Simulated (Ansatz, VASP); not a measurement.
**Two plane-wave programs on SnSe2**

```
Sn Se
1.0
     3.87592    0.00000    0.00000
    -1.93796    3.35664    0.00000
     0.00000    0.00000    6.78617
Sn Se
1 2
Direct
  0.00000 0.00000 0.00000
  0.33333 0.66667 0.23433
  0.66667 0.33333 0.76567
```

Alike in both runs: functional PBE; k mesh 6 × 6 × 4; occupations gaussian, width 0.1 eV; no spin polarisation.

Ansatz relaxed the structure, and its values are those at the end. VASP's run is a single point on that final structure, the one shown.

|  | VASP | Ansatz |
| --- | --- | --- |
| version | VASP 6.6.1 | Ansatz 0.2.0 |
| potentials or method | VASP PAW PBE potentials, release 64 (Sn_d, Se), cutoff 520 eV | scalar-relativistic, plane waves, PAW |
| valence electrons in the cell | 26 | 46 |

VASP gave:

| Item | Value |
| --- | --- |
| gap on the k mesh at the Fermi level (eV) | 0.70 |
| least direct gap on the mesh (eV) | 1.11 |
| pressure (GPa) | 0.2 |
| rms of the force components (eV/Å) | 0.012 |

Task: What did Ansatz give for the same quantities?

Result: gap on the k mesh at the Fermi level (eV): 0.71; least direct gap on the mesh (eV): 1.11; pressure (GPa): 0.1; rms of the force components (eV/Å): 0.007.

With one functional, cell and mesh, what is left measures potentials, basis and numerics. VASP's potentials hold 26 valence electrons a cell and Ansatz's 46, so a difference there can come from the potentials and not from the codes.
